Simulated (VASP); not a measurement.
Crystal: K3Zr2S.

```
CELL_PARAMETERS angstrom
4.31699 0.00000 0.00000
-2.15850 3.73863 0.00000
0.00000 0.00000 10.71216
ATOMIC_POSITIONS crystal
K 0.33333 0.66667 0.34809
K 0.66667 0.33333 0.65191
K 0.00000 0.00000 0.00000
Zr 0.33333 0.66667 0.82714
Zr 0.66667 0.33333 0.17286
S 0.00000 0.00000 0.50000
```

The cell was generated, and may not be a known phase.

| Item | Value |
| --- | --- |
| Program | VASP 6.6.1 |
| Task | relaxation of cell and atoms |
| Functional | PBE |
| Potentials or basis | VASP PAW PBE potentials, release 64 (K_sv, Zr_sv, S) |
| Cutoff | 600 eV |
| k mesh | 6 × 6 × 2 |
| Occupations | gaussian, width 0.1 eV |
| Spin | no spin polarisation |

At the start: pressure 3.3 GPa; volume 28.82 Å³/atom.

Problem. How do energy, volume and symmetry change on relaxing?

Solution. Over 29 steps the energy falls by 842.1 meV/atom and the volume is 29.63 Å³/atom (+2.8 %); space group P-3m1 (No. 164, to 0.1 Å) before and after.

The path:
| step | energy change (eV) | largest force (eV/Å) | pressure (GPa) | volume (Å³) |
| --- | --- | --- | --- | --- |
| 1 | 0.0000 | 1.3260 | 3.31 | 172.89 |
| 2 | -0.4587 | 1.1923 | 1.51 | 188.21 |
| 3 | -0.9019 | 0.8233 | -1.15 | 225.46 |
| 4 | -1.1821 | 0.5236 | -0.84 | 221.62 |
| 5 | -1.4808 | 0.1782 | 0.26 | 214.26 |
| 6 | -1.4968 | 0.5586 | 1.04 | 210.80 |
| 7 | -1.7157 | 0.7579 | 0.86 | 218.60 |
| 8 | -2.3926 | 1.1042 | 0.77 | 235.43 |
| 9 | -0.1688 | 1.5687 | -5.33 | 243.03 |
| 10 | -2.2519 | 1.4481 | 1.61 | 238.00 |
| 11 | -2.2684 | 1.6534 | 0.62 | 243.58 |
| 12 | -2.3831 | 1.5990 | 1.43 | 242.08 |
| 13 | -2.3684 | 1.6224 | 1.20 | 242.80 |
| 14 | -2.2181 | 0.7904 | -2.93 | 257.32 |
| 15 | -2.4450 | 1.2563 | -0.35 | 248.80 |
| 16 | -2.5958 | 1.1434 | -0.46 | 246.59 |
| 17 | -2.9958 | 0.9406 | -0.77 | 240.04 |
| 18 | -3.6193 | 0.9175 | -1.34 | 227.17 |
| 19 | -4.3663 | 0.6992 | -1.85 | 202.40 |
| 20 | -4.7101 | 0.5612 | -0.88 | 187.65 |
| 21 | -4.8596 | 0.3778 | 0.56 | 174.30 |
| 22 | -4.8636 | 0.3417 | 0.98 | 171.45 |
| 23 | -4.9211 | 0.3527 | 0.11 | 175.04 |
| 24 | -4.9311 | 0.3869 | -0.41 | 177.32 |
| 25 | -4.9723 | 0.3261 | -0.27 | 176.76 |
| 26 | -5.0392 | 0.0977 | 0.28 | 175.09 |
| 27 | -5.0408 | 0.0440 | 0.40 | 174.76 |
| 28 | -5.0506 | 0.0275 | -0.07 | 178.98 |
| 29 | -5.0524 | 0.0210 | 0.06 | 177.76 |

Final structure:
```
K Zr S
1.0
     3.31967    0.00000    0.00000
    -1.65984    2.87492    0.00000
     0.00000    0.00000   18.62596
K Zr S
3 2 1
Direct
  0.33333 0.66667 0.37778
  0.66667 0.33333 0.62222
  0.00000 0.00000 0.00000
  0.33333 0.66667 0.81438
  0.66667 0.33333 0.18562
  0.00000 0.00000 0.50000
```

Caveat: a cell axis changed by over 15 % at a fixed basis, so the end point is rough.
